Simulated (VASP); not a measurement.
A run of VASP 6.6.1 is set up as follows.

Contents of POSCAR:

```
As2Pt
1.0
    5.9665000000      0.0000000000      0.0000000000
    0.0000000000      5.9665000000      0.0000000000
    0.0000000000      0.0000000000      5.9665000000
As Pt
8 4
Direct
    0.3830000000      0.3830000000      0.3830000000
    0.1170000000      0.6170000000      0.8830000000
    0.8830000000      0.1170000000      0.6170000000
    0.6170000000      0.8830000000      0.1170000000
    0.6170000000      0.6170000000      0.6170000000
    0.8830000000      0.3830000000      0.1170000000
    0.1170000000      0.8830000000      0.3830000000
    0.3830000000      0.1170000000      0.8830000000
    0.0000000000      0.0000000000      0.0000000000
    0.5000000000      0.0000000000      0.5000000000
    0.5000000000      0.5000000000      0.0000000000
    0.0000000000      0.5000000000      0.5000000000
```

Contents of INCAR.step1:

```
PREC     = Accurate       # precision mode
ENCUT    = 550            # plane-wave cutoff, eV
ISMEAR   = 0              # smearing method
SIGMA    = 0.02           # smearing width, eV
LREAL    = F              # projectors in reciprocal space
LASPH    = T              # aspherical terms in the spheres
NELM     = 120            # most SCF steps
GGA      = PE             # functional
ALGO     = Normal         # electronic algorithm
EDIFF    = 1E-5           # SCF threshold, eV
LWAVE    = T              # write WAVECAR
LCHARG   = F              # write CHGCAR
GGA_COMPAT= F            
IBRION   = 2              # ionic algorithm
ISIF     = 3              # what is computed and relaxed
EDIFFG   = -0.005         # ionic threshold
NELMIN   = 4            
NSW      = 100            # ionic steps
KPAR     = 4
```

File INCAR.step2:

```
PREC     = Accurate       # precision mode
ENCUT    = 550            # plane-wave cutoff, eV
EDIFF    = 1E-7           # SCF threshold, eV
ISMEAR   = 0              # smearing method
SIGMA    = 0.02           # smearing width, eV
LREAL    = F              # projectors in reciprocal space
LASPH    = T              # aspherical terms in the spheres
NELM     = 120            # most SCF steps
ALGO     = Normal         # electronic algorithm
ISIF     = 3              # what is computed and relaxed
LWAVE    = F              # write WAVECAR
LCHARG   = F              # write CHGCAR
METAGGA  = R2SCAN         # meta-GGA
LMIXTAU  = T            
IBRION   = 2              # ionic algorithm
NSW      = 100            # ionic steps
EDIFFG   = -0.01          # ionic threshold
ISTART   = 1            
GGA_COMPAT= F            
NELMIN   = 4            
KPAR     = 4
```

KPOINTS

```
Automatic mesh
0
Gamma
  6 6 6
```

Potentials or basis: VASP PAW PBE potentials, release 64 (As, Pt).

The run is started by

```bash
$ cat potpaw_PBE.64/As/POTCAR potpaw_PBE.64/Pt/POTCAR > POTCAR
$ cp INCAR.step1 INCAR
$ mpirun -np 4 vasp_std > vasp.out
$ cp INCAR.step2 INCAR
$ mpirun -np 4 vasp_std > vasp.out
```

(1) What does it give for the space group after relaxing (to 0.05 Å)?

(2) What does it give for the relaxed cell?

Answers

(1) Pa-3 (No. 205).

(2) a = 6.009 Å, b = 6.009 Å, c = 6.009 Å, α = 90.00°, β = 90.00°, γ = 90.00°.
